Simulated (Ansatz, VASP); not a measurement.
**Two plane-wave programs on Ta**

```
CELL_PARAMETERS angstrom
2.90037 0.00000 0.00000
-1.45019 2.51180 0.00000
0.00000 0.00000 5.16627
ATOMIC_POSITIONS crystal
Ta 0.62188 0.24376 0.66290
Ta 0.33333 0.66667 0.25000
```

Alike in both runs: task single point; functional PBEsol; k mesh 18 × 18 × 10; occupations gaussian, width 0.15 eV; no spin polarisation.

```csv
,VASP,Ansatz
version,VASP 6.6.1,Ansatz 0.2.0
potentials or method,"VASP PAW PBE potentials, release 64 (Ta_pv), cutoff 520 eV","scalar-relativistic, plane waves, PAW"
valence electrons in the cell,22,26
```

Ansatz gave:

```
gap on the k mesh at the Fermi level (eV)                     : none
pressure (GPa)                                                : 7.8
traceless stress, the component that is largest in VASP (GPa) : 4.85
rms of the force components (eV/Å)                            : 2.270
```

Problem. Which values does VASP return?

Solution. gap on the k mesh at the Fermi level (eV): none; pressure (GPa): 8.1; traceless stress, the component that is largest in VASP (GPa): 4.83; rms of the force components (eV/Å): 2.281.

VASP's potentials were made for PBE, not for PBEsol. Atom by atom the forces differ by 0.012 eV/Å (rms over components). A gap of «none» marks a metal or a gap that the smearing closes. VASP's potentials hold 22 valence electrons a cell and Ansatz's 26, so a difference there can come from the potentials and not from the codes.

Neither program's run includes spin-orbit coupling.
